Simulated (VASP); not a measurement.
Wanted: the native input for a VASP 6.6.1 run.

```yaml
Task: density of states
Functional: LDA
Potentials_or_basis: VASP PAW LDA potentials, release 64 (Hf_pv)
Cutoff: 520 eV
k_mesh: 15 × 15 × 15
Occupations: fermi-dirac, width 0.1 eV
Spin: no spin polarisation
Dipole_correction: no
k_mesh_for_the_DOS: 23 × 23 × 23
Occupations_for_the_DOS: tetrahedron
Further_INCAR_settings: ALGO = Normal; EDIFF = 1e-06
```

Hf:

```
CELL_PARAMETERS angstrom
2.16391 0.00000 0.00000
0.00000 2.16391 0.00000
0.00000 0.00000 2.16391
ATOMIC_POSITIONS crystal
Hf 0.00000 0.00000 0.00000
```

This cell differs from its parent crystal: volume scaled by 0.45.

One way to write it, as run:

POSCAR

```
Hf
1.0
    2.1639052835      0.0000000000      0.0000000000
    0.0000000000      2.1639052835      0.0000000000
    0.0000000000      0.0000000000      2.1639052835
Hf
1
Direct
    0.0000000000      0.0000000000      0.0000000000
```

INCAR.step1

```
SYSTEM = Hf
PREC = Accurate
ENCUT = 520
EDIFF = 1E-6
ISMEAR = -1
SIGMA = 0.1
LREAL = .False.
LASPH = .True.
NELM = 60
ALGO = Normal
ISIF = 2
LWAVE = .False.
LCHARG = .True.
LMAXMIX = 4
NBANDS = 11
```

KPOINTS.step1

```
regular mesh
0
Gamma
  15 15 15
  0 0 0
```

INCAR.step2

```
SYSTEM = Hf
PREC = Accurate
ENCUT = 520
EDIFF = 1E-6
ISMEAR = -5
SIGMA = 0.1
LREAL = .False.
LASPH = .True.
NELM = 60
ALGO = Normal
ISIF = 2
LWAVE = .False.
LCHARG = .False.
LMAXMIX = 4
LORBIT = 11
NEDOS = 1001
ICHARG = 11
```

KPOINTS.step2

```
regular mesh
0
Gamma
  23 23 23
  0 0 0
```

Potentials or basis: VASP PAW LDA potentials, release 64 (Hf_pv).

Launch:

```bash
$ cat potpaw_LDA.64/Hf_pv/POTCAR > POTCAR
$ cp INCAR.step1 INCAR
$ cp KPOINTS.step1 KPOINTS
$ mpirun -np 1 vasp_std > vasp.out
$ cp INCAR.step2 INCAR
$ cp KPOINTS.step2 KPOINTS
$ mpirun -np 1 vasp_std > vasp.out
```

Run time: 13 s on 1 thread of AMD EPYC 9R45 96-Core Processor (Zen 5) (shared host), peak memory 0.12 GiB.
